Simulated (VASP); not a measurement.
# CoSi (P2_13) in VASP: notebook

The runs below take CoSi through relaxation of cell and atoms, single point, with PBEsol, LDA.

Everything below comes from runs of VASP 6.6.1. Logs are shortened: lines on timing, memory, paths and dates and some standing lists are left out, and cuts for length are marked.

## (1) The cell of the first run

Symmetry: P2_13, No. 198, cubic system. The conventional cell has a = 4.431 Å, b = 4.431 Å, c = 4.431 Å, α = 90.00°, β = 90.00°, γ = 90.00°. Co (site symmetry 3) has 7 Si at 2.32 to 2.43 Å and 6 Co at 2.72 Å within 3.1 Å. Within 3.1 Å of Si (site symmetry 3) lie 7 Co at 2.32 to 2.43 Å and 6 Si at 2.74 Å.

## (2) Relaxation of cell and atoms, PBEsol

INCAR reads:

```
SYSTEM = CoSi
ALGO = Normal
EDIFF = 1E-6
EDIFFG = -0.005
ENCUT = 600
GGA = PS
IBRION = 2
ISIF = 3
ISMEAR = -1
LASPH = .TRUE.
LCHARG = .FALSE.
LREAL = .FALSE.
LWAVE = .FALSE.
NELM = 100
NSW = 80
PREC = Accurate
SIGMA = 0.02
```

KPOINTS reads:

```
k-points
0
G
  6 6 6
  0 0 0
```

POSCAR reads:

```
CoSi
1.0
    4.4307406183      0.0000000000      0.0000000000
    0.0000000000      4.4307406183      0.0000000000
    0.0000000000      0.0000000000      4.4307406183
Co Si
4 4
Direct
    0.1450332828      0.1450332828      0.1450332828
    0.3549667172      0.8549667172      0.6450332828
    0.6450332828      0.3549667172      0.8549667172
    0.8549667172      0.6450332828      0.3549667172
    0.8431868916      0.8431868916      0.8431868916
    0.6568131084      0.1568131084      0.3431868916
    0.3431868916      0.6568131084      0.1568131084
    0.1568131084      0.3431868916      0.6568131084
```

Potentials or basis: VASP PAW PBE potentials, release 64 (Co, Si).

Started as:

```sh
$ cat potpaw_PBE.64/Co/POTCAR potpaw_PBE.64/Si/POTCAR > POTCAR
$ mpirun -np 1 vasp_std > vasp.out
```

OUTCAR:

```text
SYSTEM = CoSi
   EDIFF = 1E-6
   EDIFFG = -0.005
   ENCUT = 600
   GGA = PS
   IBRION = 2
   ISIF = 3
   ISMEAR = -1
   LASPH = .TRUE.
   LREAL = .FALSE.
   NELM = 100
   NSW = 80
   PREC = Accurate

 ion  position               nearest neighbor table
   1  0.145  0.145  0.145-   5 2.32   6 2.34   7 2.34   8 2.34   7 2.43   8 2.43   6 2.43   3 2.72
                             4 2.72   2 2.72   2 2.72   4 2.72   3 2.72
   2  0.355  0.855  0.645-   6 2.32   5 2.34   7 2.34   8 2.34   7 2.43   8 2.43   5 2.43   1 2.72
                             1 2.72   3 2.72   3 2.72   4 2.72   4 2.72
   3  0.645  0.355  0.855-   7 2.32   6 2.34   5 2.34   8 2.34   8 2.43   6 2.43   5 2.43   1 2.72
                             4 2.72   2 2.72   2 2.72   4 2.72   1 2.72
   4  0.855  0.645  0.355-   8 2.32   6 2.34   7 2.34   5 2.34   6 2.43   5 2.43   7 2.43   1 2.72
                             3 2.72   2 2.72   1 2.72   2 2.72   3 2.72
   5  0.843  0.843  0.843-   1 2.32   2 2.34   3 2.34   4 2.34   3 2.43   4 2.43   2 2.43   6 2.74
                             7 2.74   8 2.74   6 2.74   8 2.74   7 2.74
   6  0.657  0.157  0.343-   2 2.32   1 2.34   3 2.34   4 2.34   3 2.43   4 2.43   1 2.43   8 2.74
                             5 2.74   5 2.74   7 2.74   7 2.74   8 2.74
   7  0.343  0.657  0.157-   3 2.32   2 2.34   1 2.34   4 2.34   4 2.43   2 2.43   1 2.43   8 2.74
                             5 2.74   8 2.74   6 2.74   6 2.74   5 2.74
   8  0.157  0.343  0.657-   4 2.32   2 2.34   3 2.34   1 2.34   2 2.43   1 2.43   3 2.43   7 2.74
                             5 2.74   7 2.74   5 2.74   6 2.74   6 2.74

  LATTYP: Found a simple cubic cell.
 ALAT       =     4.4307406183

  Lattice vectors:

 A1 = (   4.4307406183,   0.0000000000,   0.0000000000)
 A2 = (   0.0000000000,   4.4307406183,   0.0000000000)
 A3 = (   0.0000000000,   0.0000000000,   4.4307406183)

Analysis of symmetry for initial positions (statically):
=====================================================================
 Subroutine PRICEL returns:
 Original cell was already a primitive cell.

 Routine SETGRP: Setting up the symmetry group for a
 simple cubic supercell.

 Subroutine GETGRP returns: Found 12 space group operations
 (whereof  3 operations were pure point group operations)
 out of a pool of 48 trial point group operations.

The static configuration has the point symmetry C_3 .
 The point group associated with its full space group is T   .

Analysis of symmetry for dynamics (positions and initial velocities):
=====================================================================
 Subroutine PRICEL returns:
 Original cell was already a primitive cell.

 Routine SETGRP: Setting up the symmetry group for a
 simple cubic supercell.

 Subroutine GETGRP returns: Found 12 space group operations
 (whereof  3 operations were pure point group operations)
 out of a pool of 48 trial point group operations.

The dynamic configuration has the point symmetry C_3 .
 The point group associated with its full space group is T   .

 Subroutine INISYM returns: Found 12 space group operations
 (whereof  3 operations are pure point group operations),
 and found     1 'primitive' translations

----------------------------------------------------------------------------------------

                                     Primitive cell

  volume of cell :      86.9819

  direct lattice vectors                    reciprocal lattice vectors
     4.430740618  0.000000000  0.000000000     0.225695902  0.000000000  0.000000000
     0.000000000  4.430740618  0.000000000     0.000000000  0.225695902  0.000000000
     0.000000000  0.000000000  4.430740618     0.000000000  0.000000000  0.225695902

  length of vectors
     4.430740618  4.430740618  4.430740618     0.225695902  0.225695902  0.225695902

  position of ions in fractional coordinates (direct lattice)
     0.145033283  0.145033283  0.145033283
     0.354966717  0.854966717  0.645033283
     0.645033283  0.354966717  0.854966717
     0.854966717  0.645033283  0.354966717
     0.843186892  0.843186892  0.843186892
     0.656813108  0.156813108  0.343186892
     0.343186892  0.656813108  0.156813108
     0.156813108  0.343186892  0.656813108

  ion indices of the primitive-cell ions
   primitive index   ion index
                 1           1
                 2           2
                 3           3
                 4           4
                 5           5
                 6           6
                 7           7
                 8           8

----------------------------------------------------------------------------------------

 KPOINTS: k-points

Automatic generation of k-mesh.
 Grid dimensions read from file:
 generate k-points for:    6    6    6

 Generating k-lattice:

  Cartesian coordinates                     Fractional coordinates (reciprocal lattice)
     0.037615984  0.000000000  0.000000000     0.166666667  0.000000000  0.000000000
     0.000000000  0.037615984  0.000000000     0.000000000  0.166666667  0.000000000
     0.000000000  0.000000000  0.037615984     0.000000000  0.000000000  0.166666667

  Length of vectors
     0.037615984  0.037615984  0.037615984

  Shift w.r.t. Gamma in fractional coordinates (k-lattice)
     0.000000000  0.000000000  0.000000000

 Subroutine IBZKPT returns following result:
 ===========================================

 Found     24 irreducible k-points:

 Following reciprocal coordinates:
            Coordinates               Weight
  0.000000  0.000000  0.000000      1.000000
  0.166667  0.000000  0.000000      6.000000
  0.333333  0.000000  0.000000      6.000000
  0.500000  0.000000  0.000000      3.000000
  0.166667  0.166667  0.000000     12.000000
  0.333333  0.166667  0.000000     12.000000
[... 16 lines left out ...]
  0.500000  0.500000  0.333333      6.000000
  0.500000  0.500000  0.500000      1.000000
   k-points           NKPTS =     24   k-points in BZ     NKDIM =     24   number of bands    NBANDS=     31
   number of dos      NEDOS =    301   number of ions     NIONS =      8
   total plane-waves  NPLWV =  46656
   dimension x,y,z NGX =    36 NGY =   36 NGZ =   36
   dimension x,y,z NGXF=    72 NGYF=   72 NGZF=   72
   ions per type =               4   4
   NGX,Y,Z   is equivalent  to a cutoff of  13.51, 13.51, 13.51 a.u.
   NGXF,Y,Z  is equivalent  to a cutoff of  27.02, 27.02, 27.02 a.u.
 SYSTEM =  CoSi
   PREC   = accura    normal or accurate (medium, high low for compatibility)
   ISTART =      0    job   : 0-new  1-cont  2-samecut
   ICHARG =      2    charge: 1-file 2-atom 10-const
   ISPIN  =      1    spin polarized calculation?
   LNONCOLLINEAR =      F non collinear calculations
   LSORBIT =      F    spin-orbit coupling
   LASPH  =      T    aspherical Exc in radial PAW
   ENCUT  =  600.0 eV  44.10 Ry    6.64 a.u.   8.85  8.85  8.85*2*pi/ulx,y,z
   NELM   =    100;   NELMIN=  2; NELMDL= -5     # of ELM steps
   EDIFF  = 0.1E-05   stopping-criterion for ELM
   LREAL  =      F    real-space projection
   EDIFFG = -.5E-02   stopping-criterion for IOM
   NSW    =     80    number of steps for IOM
   IBRION =      2    ionic relax: 0-MD 1-quasi-New 2-CG
   NFREE  =      1    steps in history (QN), initial steepest desc. (CG)
   ISIF   =      3    stress and relaxation
   ISYM   =      2    0-nonsym 1-usesym 2-fastsym
   POTIM  = 0.5000    time-step for ionic-motion
   TEBEG  =    0.0;   TEEND  =   0.0 temperature during run
   PSTRESS=    0.0 pullay stress
   NELECT =      52.0000    total number of electrons
   NUPDOWN=      -1.0000    fix difference up-down
   EMIN   =  10.00;   EMAX   =-10.00  energy-range for DOS
   EFERMI =   0.00;   METHOD = LEGACY
   ISMEAR =    -1;   SIGMA  =   0.02  broadening in eV -4-tet -1-fermi 0-gaus
   EFERMI_NEDOS =   21; number of points for ismear=-14 and -15
   IALGO  =     38    algorithm
   IMIX   =      4    mixing-type and parameters
     AMIX     =   0.40;   BMIX     =  1.00
     AMIX_MAG =   1.60;   BMIX_MAG =  1.00
  volume/ion in A,a.u.               =      10.87        73.37
  Fermi-wavevector in a.u.,A,eV,Ry     =   1.379112  2.606144 25.877609  1.901951
  Thomas-Fermi vector in A             =   2.504112
   LORBIT       =      0    0 simple, 1 ext, 2 COOP (PROOUT), +10 PAW based schemes
   GGA     = PS    functional components
   LHFCALC =     F    Hartree Fock is set to
   AEXX    =    0.0000 exact exchange contribution
   IVDW    =     0    specifies the selected vdW correction
   LEPSILON=     F    determine dielectric tensor
   LRPA    =     F    only Hartree local field effects (RPA)
 conjugate gradient relaxation of ions
 non-spin polarized calculation
  energy-cutoff  :      600.00
  volume of cell :       86.98
 maximum number of plane-waves:      2945
   NGX = 17   NGY = 17   NGZ = 17

--------------------------------------- Ionic step        1  -------------------------------------------

 number of electron      52.0000004 magnetization

 Free energy of the ion-electron system (eV)
  ---------------------------------------------------
  ext. energy  EPLUGINS =         0.00000000
  ---------------------------------------------------
  free energy    TOTEN  =       -59.76859184 eV

  energy without entropy =      -59.76674357  energy(sigma->0) =      -59.76766770

------------------------ aborting loop because EDIFF is reached ----------------------------------------

  FORCE on cell =-STRESS in cart. coord.  units (eV):
  Direction    XX          YY          ZZ          XY          YZ          ZX
  --------------------------------------------------------------------------------------
  -------------------------------------------------------------------------------------
  Total       -3.7233401     -3.7233401     -3.7233401     -0.0000000     -0.0000000      0.0000000
  in kB      -68.5826575    -68.5826575    -68.5826575     -0.0000000     -0.0000000      0.0000000
  external PRESSURE =     -68.5826575 kB  Pullay stress =       0.0000000 kB
[... 107 lines left out ...]
  FREE ENERGIE OF THE ION-ELECTRON SYSTEM (eV)
  ---------------------------------------------------
  free  energy   TOTEN  =       -59.8246005062 eV

  energy  without entropy=      -59.8228741844  energy(sigma->0) =      -59.82373735

[... ionic steps 4 to 14 ...]

--------------------------------------- Ionic step       15  -------------------------------------------

 number of electron      51.9999988 magnetization

------------------------ aborting loop because EDIFF is reached ----------------------------------------

  FORCE on cell =-STRESS in cart. coord.  units (eV):
  Direction    XX          YY          ZZ          XY          YZ          ZX
  --------------------------------------------------------------------------------------
  -------------------------------------------------------------------------------------
  Total       -0.0725567     -0.0725567     -0.0725567      0.0000000      0.0000000      0.0000000
  in kB       -1.3769536     -1.3769536     -1.3769536      0.0000000      0.0000000      0.0000000
  external PRESSURE =      -1.3769536 kB  Pullay stress =       0.0000000 kB
[... 69 lines left out ...]
  energy  without entropy=      -59.8235687606  energy(sigma->0) =      -59.82441764

--------------------------------------- Ionic step       17  -------------------------------------------

 number of electron      51.9999988 magnetization

 Free energy of the ion-electron system (eV)
  ---------------------------------------------------
  ext. energy  EPLUGINS =         0.00000000
  ---------------------------------------------------
  free energy    TOTEN  =       -59.82526707 eV

  energy without entropy =      -59.82356940  energy(sigma->0) =      -59.82441824

 E-fermi :  12.4608     XC(G=0): -13.1266

 val. band max:       12.4582823459   @ k =   0.0000   0.0000   0.0000
 cond. band min:      12.5493851698   @ k =   0.5000   0.5000   0.3333
 fundamental gap:      0.0911028239
 Fermi energy:        12.4608388705

 k-point     1 :       0.0000    0.0000    0.0000
  band No.  band energies     occupation
      1      -1.4594      2.00000
      2       4.1518      2.00000
      3       4.1518      2.00000
      4       4.1518      2.00000
      5       6.8285      2.00000
      6       6.8285      2.00000
[... 840 lines left out ...]
  FREE ENERGIE OF THE ION-ELECTRON SYSTEM (eV)
  ---------------------------------------------------
  free  energy   TOTEN  =       -59.8252670709 eV

  energy  without entropy=      -59.8235693999  energy(sigma->0) =      -59.82441824

 reached required accuracy - stopping structural energy minimisation
```

Wall time 7.5 min (1 thread of Intel Xeon Platinum 8375C at 2.90GHz (Ice Lake), shared host); peak memory 0.22 GiB.

Results:

```
Free energy                            : -59.8253 eV
Relaxed volume                         : 10.55 Å³/atom
Relaxed cell                           : a = 4.387 Å, b = 4.387 Å, c = 4.387 Å, α = 90.00°, β = 90.00°, γ = 90.00°
Space group after relaxing (to 0.05 Å) : P2_13 (No. 198)
Energy gained by relaxing              : 7.1 meV/atom
Ionic steps                            : 17
Pressure after relaxing                : 0.0 GPa
Largest force after relaxing           : 0.005 eV/Å
Band gap on the k mesh                 : zero (band 26 reaches 12.46 eV, above the bottom of band 27 at 12.23 eV)
```

Forces in eV/Å, atoms in the order of the input:
```
Co   0.001  0.001  0.001
Co  -0.001 -0.001  0.001
Co   0.001 -0.001 -0.001
Co  -0.001  0.001 -0.001
Si  -0.003 -0.003 -0.003
Si   0.003  0.003 -0.003
Si  -0.003  0.003  0.003
Si   0.003 -0.003  0.003
```

Step by step:
```
step  energy change (eV)  largest force (eV/Å)  pressure (GPa)  volume (Å³)
   1              0.0000                0.0245           -6.86        86.98
   2              0.0435                0.1521           10.34        81.25
   3             -0.0560                0.0499           -0.09        84.46
   4             -0.0560                0.0515            0.02        84.41
   5             -0.0564                0.0332            0.09        84.39
   6             -0.0567                0.0066            0.11        84.37
   7             -0.0566                0.0034           -0.19        84.47
   8             -0.0567                0.0056           -0.01        84.40
   9             -0.0567                0.0054            0.00        84.40
  10             -0.0567                0.0045           -0.08        84.43
  11             -0.0567                0.0052           -0.06        84.41
  12             -0.0567                0.0054           -0.03        84.41
  13             -0.0567                0.0055            0.07        84.40
  14             -0.0567                0.0029           -0.08        84.44
  15             -0.0567                0.0039           -0.14        84.42
  16             -0.0567                0.0047           -0.08        84.41
  17             -0.0567                0.0050           -0.05        84.41
```

Final structure:
```yaml
crystal:
  lattice:
    - [4.38663, 0.00000, 0.00000]
    - [0.00000, 4.38663, 0.00000]
    - [0.00000, 0.00000, 4.38663]
  atoms:
    - { symbol: Co, position: [0.14574, 0.14574, 0.14574] }
    - { symbol: Co, position: [0.35426, 0.85426, 0.64574] }
    - { symbol: Co, position: [0.64574, 0.35426, 0.85426] }
    - { symbol: Co, position: [0.85426, 0.64574, 0.35426] }
    - { symbol: Si, position: [0.84339, 0.84339, 0.84339] }
    - { symbol: Si, position: [0.65661, 0.15661, 0.34339] }
    - { symbol: Si, position: [0.34339, 0.65661, 0.15661] }
    - { symbol: Si, position: [0.15661, 0.34339, 0.65661] }
```

Levels at points of the mesh, in eV from the Fermi level:
| k point | band 22 | band 23 | band 24 | band 25 | band 26 | band 27 | band 28 | band 29 | band 30 | band 31 |
| --- | --- | --- | --- | --- | --- | --- | --- | --- | --- | --- |
| (0.00, 0.00, 0.00) | -0.95 | -0.81 | -0.81 | 0.00 | 0.00 | 0.00 | 2.65 | 2.65 | 2.65 | 3.01 |
| (0.50, 0.00, 0.00) | -1.08 | -0.67 | -0.67 | -0.51 | -0.51 | 1.05 | 1.05 | 1.60 | 1.60 | 4.39 |
| (0.50, 0.50, 0.00) | -1.55 | -1.04 | -1.04 | -0.04 | -0.04 | 0.63 | 0.63 | 2.13 | 2.13 | 2.62 |
| (0.50, 0.50, 0.50) | -1.28 | -1.28 | -1.28 | -0.23 | -0.23 | -0.23 | -0.23 | 5.63 | 5.63 | 5.63 |

Caveat: the PAW data sets were made with another functional, which shifts forces and pressure a little. Spin polarisation is off, so any magnetic state and its effect on volume and gap are missing.

(Part 1 of 2 ends here.)
